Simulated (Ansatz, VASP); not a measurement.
**Two plane-wave programs on SrTiO3**

```
CELL_PARAMETERS angstrom
-2.68449 2.68449 3.84501
2.68449 -2.68449 3.84501
2.68449 2.68449 -3.84501
ATOMIC_POSITIONS crystal
Sr 0.75000 0.25000 0.50000
Sr 0.25000 0.75000 0.50000
Ti 0.00000 0.00000 0.00000
Ti 0.50000 0.50000 0.00000
O 0.25000 0.25000 0.00000
O 0.75000 0.75000 0.00000
O 0.71711 0.21711 0.93421
O 0.21711 0.28289 0.50000
O 0.28289 0.78289 0.06579
O 0.78289 0.71711 0.50000
```

Alike in both runs: task single point; functional PBE; k mesh 8 × 8 × 8; occupations gaussian, width 0.02 eV; no spin polarisation.

|  | VASP | Ansatz |
| --- | --- | --- |
| version | VASP 6.6.1 | Ansatz 0.2.0 |
| potentials or method | VASP PAW PBE potentials, release 64 (Sr_sv, Ti_sv, O), cutoff 520 eV | scalar-relativistic, plane waves, PAW |
| valence electrons in the cell | 80 | 80 |

VASP gave:

- gap on the k mesh at the Fermi level (eV): 2.18
- pressure (GPa): 20.1
- traceless stress, the component that is largest in VASP (GPa): 0.08
- rms of the force components (eV/Å): 0.005

Q: What did Ansatz give for the same quantities?

A: gap on the k mesh at the Fermi level (eV): 2.21; pressure (GPa): 19.2; traceless stress, the component that is largest in VASP (GPa): 0.02; rms of the force components (eV/Å): 0.000.

Atom by atom the forces differ by 0.005 eV/Å (rms over components). The functional is the same, so the differences come from potentials, cutoffs and numerics.
